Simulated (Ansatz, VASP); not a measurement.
Two plane-wave programs on Cl

```
Cl
1.0
     2.52764    0.00000    0.00000
     0.00000    2.52764    0.00000
     0.00000    0.00000    2.52764
Cl
1
Direct
  0.00000 0.00000 0.00000
```

Change from the starting cell: volume scaled by 0.78, PAW files.

Alike in both runs: task single point; functional LDA; k mesh 15 × 15 × 15; occupations fermi-dirac, width 0.08 eV; no spin polarisation.

|  | VASP | Ansatz |
| --- | --- | --- |
| version | VASP 6.6.1 | Ansatz 0.2.0 |
| potentials or method | VASP PAW LDA potentials, release 64 (Cl) | PAW with Ansatz's default frozen-core files, scalar-relativistic |
| plane-wave cutoff (eV) | 520 | 420 |
| valence electrons in the cell | 7 | 7 |

|  | VASP | Ansatz | Ansatz less VASP |
| --- | --- | --- | --- |
| pressure (GPa) | 24.4 | 24.4 | -0.02 |

LDA's correlation is that of Perdew and Zunger in VASP and of Perdew and Wang (1992) in Ansatz.
